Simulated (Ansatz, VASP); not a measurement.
# One calculation of Si, two programs

```
Si
1.0
    -3.80169    0.00000    0.00000
    -1.90084   -3.29236    0.00000
    -1.58404   -1.09745   12.57739
Si
8
Direct
  0.10670 0.03116 0.90652
  0.23170 0.19783 0.40652
  0.62754 0.61449 0.15652
  0.50254 0.44783 0.65652
  0.30996 0.30217 0.09348
  0.18496 0.13551 0.59348
  0.58080 0.55217 0.34348
  0.45580 0.38551 0.84348
```

Alike in both runs: task single point; functional LDA; k mesh 10 × 10 × 3; occupations gaussian, width 0.03 eV; no spin polarisation.

|  | VASP | Ansatz |
| --- | --- | --- |
| version | VASP 6.6.1 | Ansatz 0.2.0 |
| potentials or method | VASP PAW LDA potentials, release 64 (Si), cutoff 520 eV | scalar-relativistic, plane waves, PAW |
| valence electrons in the cell | 32 | 32 |

Ansatz gave:

```
gap on the k mesh at the Fermi level (eV)                     : none
pressure (GPa)                                                : -1.0
traceless stress, the component that is largest in VASP (GPa) : 1.42
rms of the force components (eV/Å)                            : 0.220
```

Question: Estimate VASP's values.

Answer: gap on the k mesh at the Fermi level (eV): none; pressure (GPa): -0.9; traceless stress, the component that is largest in VASP (GPa): 1.42; rms of the force components (eV/Å): 0.220.

Ansatz warns that its potentials were made for another functional, while VASP's fit it. LDA's correlation is that of Perdew and Zunger in VASP and of Perdew and Wang (1992) in Ansatz. Atom by atom the forces differ by 0.001 eV/Å (rms over components). A gap of «none» marks a metal or a gap that the smearing closes.
